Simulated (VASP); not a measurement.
Runs of VASP 6.6.1 on AlCo3. Symmetry: Pm-3m, No. 221, cubic system. Conventional cell: a = 3.575 Å, b = 3.575 Å, c = 3.575 Å, α = 90.00°, β = 90.00°, γ = 90.00°. Al (site symmetry m-3m) has 12 Co at 2.53 Å within 3.3 Å. Co (site symmetry 4/mmm) has 4 Al at 2.53 Å and 8 Co at 2.53 Å within 3.3 Å. 

| smearing | gap on the mesh (eV) | pressure (GPa) | moment (μB) |
| --- | --- | --- | --- |
| gaussian 0.3 eV | none | (b) | (a) |
| methfessel-paxton 0.05 eV | none | -7.6 | 3.88 |
| fermi-dirac 0.5 eV | none | -4.9 | 0.00 |
| methfessel-paxton 0.1 eV | none | -7.6 | 3.87 |

Alike in all rows: task single point; level PBEsol; potentials or basis VASP PAW PBE potentials, release 64 (Al, Co); spin collinear, ferromagnetic start; cell as given; k mesh 12 × 12 × 12; cutoff (eV) 520.

**Question.** Fill in the values left out.

**Answer.** (a) 3.76; (b) -7.4.

Caveats: the PAW data sets were made with another functional, which shifts forces and pressure a little.

A gap of «none» marks levels without a gap at the run's occupations.
